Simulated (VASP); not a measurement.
## C4N: single point with PBE

Crystal: C4N.

```
C N
1.0
     3.09131   -3.24609    0.00000
     3.09131    3.24609    0.00000
     0.00000    0.00000    2.77590
C N
4 1
Direct
  0.81060 0.18940 0.50000
  0.18940 0.81060 0.50000
  0.28520 0.28520 0.00000
  0.71480 0.71480 0.00000
  0.00000 0.00000 0.00000
```

```
Program             : VASP 6.6.1
Task                : single point
Functional          : PBE
Potentials or basis : VASP PAW PBE potentials, release 64 (C, N)
Cutoff              : 520 eV
k mesh              : 4 × 4 × 6
Occupations         : gaussian, width 0.1 eV
Spin                : collinear spin, ferromagnetic start
Starting moments    : [1.0, 1.0, 1.0, 1.0, 1.0] μB
```

```
Pressure                                              : -21.0 GPa
Largest force                                         : 1.576 eV/Å
Net moment                                            : 0.00 μB per cell
Valence electrons inside the program's atomic spheres : C 2.01, 1.99; N 3.50
```

Forces in eV/Å, atoms in the order of the input:
```
C    0.000 -0.187  0.000
C    0.000  0.187  0.000
C   -1.576  0.000  0.000
C    1.576  0.000  0.000
N    0.000  0.000  0.000
```

Stress tensor (GPa, compression positive):
```
-25.49   0.00   0.00
  0.00 -12.47   0.00
  0.00   0.00 -25.02
```

Levels at points of the mesh, in eV from the Fermi level:
Spin up:
```csv
k point,band 7,band 8,band 9,band 10,band 11,band 12,band 13,band 14,band 15,band 16
"(0.00, 0.00, 0.00)",-4.30,-3.84,-3.01,0.36,0.84,1.49,1.75,1.93,2.29,2.56
"(0.50, 0.00, 0.00)",-5.20,-2.10,-1.17,-0.85,-0.12,1.08,2.19,2.23,2.84,2.85
"(0.50, 0.50, 0.00)",-3.44,-2.61,-1.15,-0.38,0.11,0.48,1.27,1.49,2.08,2.19
"(0.00, 0.00, 0.50)",-4.27,-2.64,-2.53,-0.82,-0.80,-0.74,-0.53,0.61,1.21,1.36
"(0.50, 0.00, 0.50)",-4.35,-3.69,-3.56,-1.42,-1.40,0.49,0.99,1.13,1.91,2.52
"(0.50, 0.50, 0.50)",-4.41,-4.36,-2.52,-0.22,0.36,1.17,1.27,1.29,1.38,1.38
```
Spin down:
| k point | band 8 | band 9 | band 10 | band 11 | band 12 | band 13 | band 14 | band 15 |
| --- | --- | --- | --- | --- | --- | --- | --- | --- |
| (0.00, 0.00, 0.00) | -3.84 | -3.01 | 0.36 | 0.84 | 1.49 | 1.75 | 1.93 | 2.29 |
| (0.50, 0.00, 0.00) | -2.10 | -1.17 | -0.85 | -0.12 | 1.08 | 2.19 | 2.23 | 2.84 |
| (0.50, 0.50, 0.00) | -2.61 | -1.15 | -0.38 | 0.11 | 0.48 | 1.27 | 1.49 | 2.08 |
| (0.00, 0.00, 0.50) | -2.64 | -2.53 | -0.82 | -0.80 | -0.74 | -0.53 | 0.61 | 1.21 |
| (0.50, 0.00, 0.50) | -3.69 | -3.56 | -1.42 | -1.40 | 0.49 | 0.99 | 1.13 | 1.91 |
| (0.50, 0.50, 0.50) | -4.36 | -2.52 | -0.22 | 0.36 | 1.17 | 1.27 | 1.29 | 1.38 |

It took 83 s on 1 thread of Oxide Virtual Turin-like Processor, with other jobs on the host, peak memory 0.18 GiB.

Caveat: the k points lie up to 0.38 Å⁻¹ apart; forces of over 1 eV/Å act on the atoms, so gaps and moduli don't describe the material at rest.
